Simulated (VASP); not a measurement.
# Ga2AsN (P4/mmm) in VASP: notebook

Ga2AsN is run at these levels: PBE, r2SCAN; tasks: single point.

All numbers are computed with VASP 6.6.1; they aren't measurements. Logs are shortened: lines on timing, memory, paths and dates and some standing lists are left out, and cuts for length are marked.

## Step 1: The cell of the first run

Symmetry: P4/mmm, No. 123, tetragonal system. Conventional cell: a = 3.464 Å, b = 3.464 Å, c = 4.845 Å, α = 90.00°, β = 90.00°, γ = 90.00°. N (site symmetry 4/mmm) has 6 Ga at 2.42 to 2.45 Å within 3.2 Å. Ga (site symmetry 4/mmm) has 2 N at 2.42 Å and 4 As at 2.45 Å within 3.2 Å. Within 3.2 Å of Ga (site symmetry 4/mmm) lie 2 As at 2.42 Å and 4 N at 2.45 Å. Within 3.2 Å of As (site symmetry 4/mmm) lie 6 Ga at 2.42 to 2.45 Å.

## Step 2: Single point, PBE, non-collinear spin, zero start, spin-orbit coupling

File INCAR:

```
PREC = Accurate ; ENCUT = 520
EDIFF = 1E-6 ; ISMEAR = -1
SIGMA = 0.02 ; LREAL = False
LASPH = True ; NELM = 150
ALGO = Normal ; ISIF = 2
LWAVE = False ; LCHARG = False
LNONCOLLINEAR = True ; MAGMOM = 0 0 0 0 0 0 0 0 0 0 0 0
LORBIT = 11 ; LSORBIT = True
GGA_COMPAT = False ; LORBMOM = True
GGA = PE ; NBANDS = 50
```

File KPOINTS:

```
Automatic mesh
0
Gamma
  8 8 6
```

File POSCAR:

```
Ga2AsN
1.0
    3.4638989819      0.0000000000      0.0000000000
    0.0000000000      3.4638989819      0.0000000000
    0.0000000000      0.0000000000      4.8450305129
N Ga As
1 2 1
Direct
    0.0000000000      0.0000000000      0.0000000000
    0.0000000000      0.0000000000      0.5000000000
    0.5000000000      0.5000000000      0.0000000000
    0.5000000000      0.5000000000      0.5000000000
```

Potentials or basis: VASP PAW PBE potentials, release 64 (N, Ga_d, As).

The run is started by

```
$ cat potpaw_PBE.64/N/POTCAR potpaw_PBE.64/Ga_d/POTCAR potpaw_PBE.64/As/POTCAR > POTCAR
$ mpirun -np 1 vasp_ncl > vasp.out
```

OUTCAR:

```text
PREC = Accurate
   ENCUT = 520
   EDIFF = 1E-6
   ISMEAR = -1
   LREAL = False
   LASPH = True
   NELM = 150
   ISIF = 2
   LNONCOLLINEAR = True
   LORBIT = 11
   LSORBIT = True
   GGA = PE

 ion  position               nearest neighbor table
   1  0.000  0.000  0.000-
   2  0.000  0.000  0.500-   4 2.45   4 2.45   4 2.45   4 2.45
   3  0.500  0.500  0.000-   4 2.42   4 2.42
   4  0.500  0.500  0.500-   3 2.42   3 2.42   2 2.45   2 2.45   2 2.45   2 2.45

  LATTYP: Found a simple tetragonal cell.
 ALAT       =     3.4638989819
 C/A-ratio  =     1.3987216539

  Lattice vectors:

 A1 = (   3.4638989819,   0.0000000000,   0.0000000000)
 A2 = (   0.0000000000,   3.4638989819,   0.0000000000)
 A3 = (   0.0000000000,   0.0000000000,   4.8450305129)

Analysis of symmetry for initial positions (statically):
=====================================================================
 Subroutine PRICEL returns:
 Original cell was already a primitive cell.

 Routine SETGRP: Setting up the symmetry group for a
 simple tetragonal supercell.

 Subroutine GETGRP returns: Found 16 space group operations
 (whereof 16 operations were pure point group operations)
 out of a pool of 16 trial point group operations.

The static configuration has the point symmetry D_4h.

Analysis of symmetry for dynamics (positions and initial velocities):
=====================================================================
 Subroutine PRICEL returns:
 Original cell was already a primitive cell.

 Routine SETGRP: Setting up the symmetry group for a
 simple tetragonal supercell.

 Subroutine GETGRP returns: Found 16 space group operations
 (whereof 16 operations were pure point group operations)
 out of a pool of 16 trial point group operations.

The dynamic configuration has the point symmetry D_4h.

Analysis of structural, dynamic, and magnetic symmetry:
=====================================================================
 Subroutine PRICEL returns:
 Original cell was already a primitive cell.

 Routine SETGRP: Setting up the symmetry group for a
 simple tetragonal supercell.

 Subroutine GETGRP returns: Found 16 space group operations
 (whereof 16 operations were pure point group operations)
 out of a pool of 16 trial point group operations.

The overall configuration has the point symmetry D_4h.

 Subroutine INISYM returns: Found 16 space group operations
 (whereof 16 operations are pure point group operations),
 and found     1 'primitive' translations

----------------------------------------------------------------------------------------

                                     Primitive cell

  volume of cell :      58.1336

  direct lattice vectors                    reciprocal lattice vectors
     3.463898982  0.000000000  0.000000000     0.288692022  0.000000000  0.000000000
     0.000000000  3.463898982  0.000000000     0.000000000  0.288692022  0.000000000
     0.000000000  0.000000000  4.845030513     0.000000000  0.000000000  0.206397049

  length of vectors
     3.463898982  3.463898982  4.845030513     0.288692022  0.288692022  0.206397049

  position of ions in fractional coordinates (direct lattice)
     0.000000000  0.000000000  0.000000000
     0.000000000  0.000000000  0.500000000
     0.500000000  0.500000000  0.000000000
     0.500000000  0.500000000  0.500000000

  ion indices of the primitive-cell ions
   primitive index   ion index
                 1           1
                 2           2
                 3           3
                 4           4

----------------------------------------------------------------------------------------

 KPOINTS: Automatic mesh

Automatic generation of k-mesh.
 Grid dimensions read from file:
 generate k-points for:    8    8    6

 Generating k-lattice:

  Cartesian coordinates                     Fractional coordinates (reciprocal lattice)
[... 107 lines left out ...]
  ext. energy  EPLUGINS =         0.00000000
  ---------------------------------------------------
  free energy    TOTEN  =       -16.70330995 eV

  energy without entropy =      -16.70058619  energy(sigma->0) =      -16.70194807

 E-fermi :   6.1642     XC(G=0): -11.4460

 val. band max:        6.1577907078   @ k =   0.5000   0.2500   0.1667
 cond. band min:       6.1737543058   @ k =   0.2500   0.0000   0.1667
 fundamental gap:      0.0159635980
 Fermi energy:         6.1641646165

 k-point     1 :       0.0000    0.0000    0.0000
  band No.  band energies     occupation
      1      -9.3390      1.00000
      2      -9.3390      1.00000
      3      -9.1442      1.00000
      4      -9.1442      1.00000
      5      -8.9668      1.00000
      6      -8.9668      1.00000
[... 1213 lines left out ...]
     47      13.5021      0.00000
     48      13.5021      0.00000

 [... further k-points ...]

 [bands above 48 left out]

------------------------ aborting loop because EDIFF is reached ----------------------------------------

  FORCE on cell =-STRESS in cart. coord.  units (eV):
  Direction    XX          YY          ZZ          XY          YZ          ZX
  --------------------------------------------------------------------------------------
  -------------------------------------------------------------------------------------
  Total        1.5487342      1.5487342      1.9897614      0.0000000     -0.0000000      0.0000000
  in kB       42.6835479     42.6835479     54.8383831      0.0000000     -0.0000000      0.0000000
  external PRESSURE =      46.7351596 kB  Pullay stress =       0.0000000 kB

 VOLUME and BASIS-vectors are now :
 -----------------------------------------------------------------------------
  energy-cutoff  :      520.00
  volume of cell :       58.13
      direct lattice vectors                 reciprocal lattice vectors
     3.463898982  0.000000000  0.000000000     0.288692022  0.000000000  0.000000000
     0.000000000  3.463898982  0.000000000     0.000000000  0.288692022  0.000000000
     0.000000000  0.000000000  4.845030513     0.000000000  0.000000000  0.206397049

 POSITION                                       TOTAL-FORCE (eV/Angst)
 -----------------------------------------------------------------------------------
      0.00000      0.00000      0.00000         0.000000      0.000000      0.000000
      0.00000      0.00000      2.42252         0.000000      0.000000      0.000000
      1.73195      1.73195      0.00000         0.000000      0.000000      0.000000
      1.73195      1.73195      2.42252         0.000000      0.000000      0.000000
 -----------------------------------------------------------------------------------
    total drift:                                0.000000      0.000000      0.000000

  FREE ENERGIE OF THE ION-ELECTRON SYSTEM (eV)
  ---------------------------------------------------
  free  energy   TOTEN  =       -16.7033099485 eV

  energy  without entropy=      -16.7005861930  energy(sigma->0) =      -16.70194807

 orbital moment (x)

 # of ion     p       d       tot
 ----------------------------------------
  1         0.000   0.000   0.000
  2         0.000   0.000   0.000
  3        -0.000   0.000   0.000
  4        -0.000   0.000  -0.000
 ----------------------------------------
            0.000   0.000   0.000

 orbital moment (y)

 # of ion     p       d       tot
 ----------------------------------------
  1         0.000   0.000   0.000
  2        -0.000  -0.000  -0.000
  3        -0.000  -0.000  -0.000
  4        -0.000   0.000  -0.000
 ----------------------------------------
            0.000  -0.000  -0.000

 orbital moment (z)

 # of ion     p       d       tot
 ----------------------------------------
  1         0.000   0.000   0.000
  2         0.000  -0.000   0.000
  3         0.000   0.000   0.000
  4         0.000   0.000   0.000
 ----------------------------------------
            0.000   0.000   0.000

 Spin-Orbit-Coupling matrix elements

 Ion:    1  E_soc:     -0.0001438
 l=   1
     0.0000000    -0.0000267    -0.0000186
    -0.0000267     0.0000000    -0.0000267
    -0.0000186    -0.0000267     0.0000000
 l=   2
     0.0000000     0.0000000     0.0000000     0.0000000     0.0000000
     0.0000000     0.0000000     0.0000000     0.0000000     0.0000000
     0.0000000     0.0000000     0.0000000     0.0000000     0.0000000
     0.0000000     0.0000000     0.0000000     0.0000000     0.0000000
     0.0000000     0.0000000     0.0000000     0.0000000     0.0000000
 l=   3
     0.0000000     0.0000000     0.0000000     0.0000000     0.0000000     0.0000000     0.0000000
     0.0000000     0.0000000     0.0000000     0.0000000     0.0000000     0.0000000     0.0000000
     0.0000000     0.0000000     0.0000000     0.0000000     0.0000000     0.0000000     0.0000000
     0.0000000     0.0000000     0.0000000     0.0000000     0.0000000     0.0000000     0.0000000
[... 49 lines left out ...]
 l=   2
     0.0000000    -0.0000008     0.0000000    -0.0000008    -0.0000087
    -0.0000008     0.0000000    -0.0000018    -0.0000018    -0.0000020
     0.0000000    -0.0000018     0.0000000    -0.0000018     0.0000000
    -0.0000008    -0.0000018    -0.0000018     0.0000000    -0.0000020
    -0.0000087    -0.0000020     0.0000000    -0.0000020     0.0000000
 l=   3
     0.0000000     0.0000000     0.0000000     0.0000000     0.0000000     0.0000000     0.0000000
     0.0000000     0.0000000     0.0000000     0.0000000     0.0000000     0.0000000     0.0000000
     0.0000000     0.0000000     0.0000000     0.0000000     0.0000000     0.0000000     0.0000000
     0.0000000     0.0000000     0.0000000     0.0000000     0.0000000     0.0000000     0.0000000
     0.0000000     0.0000000     0.0000000     0.0000000     0.0000000     0.0000000     0.0000000
     0.0000000     0.0000000     0.0000000     0.0000000     0.0000000     0.0000000     0.0000000
     0.0000000     0.0000000     0.0000000     0.0000000     0.0000000     0.0000000     0.0000000

 total charge

# of ion       s       p       d       tot
------------------------------------------
    1        1.290   2.187   0.000   3.477
    2        0.895   0.722  10.038  11.655
    3        0.855   0.579  10.024  11.458
    4        1.234   1.663   0.063   2.959
--------------------------------------------------
tot          4.273   5.151  20.125  29.549

 magnetization (x)

# of ion       s       p       d       tot
------------------------------------------
    1        0.000   0.000   0.000   0.000
    2       -0.000  -0.000   0.000  -0.000
    3        0.000   0.000  -0.000  -0.000
    4        0.000   0.000  -0.000   0.000
--------------------------------------------------
tot          0.000  -0.000  -0.000  -0.000

 magnetization (y)

# of ion       s       p       d       tot
------------------------------------------
    1        0.000  -0.000   0.000   0.000
    2       -0.000  -0.000   0.000  -0.000
    3        0.000   0.000   0.000   0.000
    4        0.000   0.000   0.000   0.000
--------------------------------------------------
tot          0.000  -0.000   0.000  -0.000

 magnetization (z)

# of ion       s       p       d       tot
------------------------------------------
    1       -0.000   0.000   0.000  -0.000
    2        0.000  -0.000  -0.000   0.000
    3       -0.000   0.000   0.000   0.000
    4        0.000   0.000   0.000   0.000
--------------------------------------------------
tot         -0.000   0.000  -0.000   0.000
```

It took 10 min on 1 thread of Intel Xeon 8259CL, shared host; peak memory 0.45 GiB.

Results:

* Free energy: -16.7033 eV
* Pressure: 4.7 GPa
* Net moment: 0.00 μB per cell
* Valence electrons inside the program's atomic spheres: N 3.48; Ga 11.65, 11.46; As 2.96

Moments on the atoms (μB; x, y, z):
```
N   0.00 0.00 0.00
Ga  0.00 0.00 0.00
Ga  0.00 0.00 0.00
As  0.00 0.00 0.00
```

Caveat: the cell stands under pressure.

## Step 3: Single point, r2SCAN

POSCAR is that of step 2.

File INCAR.step1:

```
SYSTEM = Ga2AsN
PREC     = Accurate       ! precision mode
ENCUT    = 520            ! plane-wave cutoff, eV
ISMEAR   = -1             ! smearing method
SIGMA    = 0.02           ! smearing width, eV
LREAL    = .False.        ! projectors in reciprocal space
LASPH    = .True.         ! aspherical terms in the spheres
NELM     = 60             ! most SCF steps
NBANDS   = 26             ! bands
GGA      = PE             ! functional
ALGO     = Normal         ! electronic algorithm
EDIFF    = 1E-4           ! SCF threshold, eV
LWAVE    = .True.         ! write WAVECAR
LCHARG   = .False.        ! write CHGCAR
```

File INCAR.step2:

```
SYSTEM = Ga2AsN
PREC     = Accurate       ! precision mode
ENCUT    = 520            ! plane-wave cutoff, eV
EDIFF    = 1E-6           ! SCF threshold, eV
ISMEAR   = -1             ! smearing method
SIGMA    = 0.02           ! smearing width, eV
LREAL    = .False.        ! projectors in reciprocal space
LASPH    = .True.         ! aspherical terms in the spheres
NELM     = 60             ! most SCF steps
ALGO     = Normal         ! electronic algorithm
ISIF     = 2              ! what is computed and relaxed
LWAVE    = .False.        ! write WAVECAR
LCHARG   = .False.        ! write CHGCAR
METAGGA  = R2SCAN         ! meta-GGA
LMIXTAU  = .True.       
NBANDS   = 26             ! bands
ISTART   = 1
```

File KPOINTS:

```
regular mesh
0
Gamma
  6 6 6
  0 0 0
```

Potentials or basis: VASP PAW PBE potentials, release 64 (N, Ga_d, As).

The run is started by

```
$ cat potpaw_PBE.64/N/POTCAR potpaw_PBE.64/Ga_d/POTCAR potpaw_PBE.64/As/POTCAR > POTCAR
$ cp INCAR.step1 INCAR
$ mpirun -np 1 vasp_std > vasp.out
$ cp INCAR.step2 INCAR
$ mpirun -np 1 vasp_std > vasp.out
```

Run time: 80 s. Hardware: 1 thread of Intel Xeon 6975P-C (Granite Rapids), shared host; peak memory 0.21 GiB.

It converged, with:

- Free energy: -44.8368 eV
- Pressure: 0.3 GPa
- Band gap on the k mesh: zero (bands 18 and 19 overlap by 3.04 eV)

Stress tensor (GPa, compression positive):
```
0.22 0.00 0.00
0.00 0.22 0.00
0.00 0.00 0.31
```

Levels at points of the mesh, in eV from the Fermi level:
| k point | band 15 | band 16 | band 17 | band 18 | band 19 | band 20 | band 21 | band 22 |
| --- | --- | --- | --- | --- | --- | --- | --- | --- |
| (0.00, 0.00, 0.00) | -2.80 | -2.80 | -0.33 | -0.20 | -0.20 | 1.52 | 4.82 | 9.44 |
| (0.50, 0.00, 0.00) | -4.00 | -3.05 | -0.66 | 0.27 | 2.28 | 3.78 | 4.69 | 5.93 |
| (0.50, 0.50, 0.00) | -3.46 | -3.23 | -2.49 | -2.49 | -2.40 | -1.25 | 5.36 | 5.36 |
| (0.00, 0.00, 0.50) | -1.79 | -1.79 | -1.48 | -1.48 | 1.06 | 2.77 | 5.32 | 7.24 |
| (0.50, 0.00, 0.50) | -0.47 | -0.30 | 0.12 | 0.64 | 1.90 | 3.77 | 4.09 | 5.81 |
| (0.50, 0.50, 0.50) | -5.63 | -5.42 | -3.86 | -3.86 | 1.59 | 5.39 | 5.92 | 6.53 |

Caveat: the PAW data sets were made with another functional, which shifts forces and pressure a little.
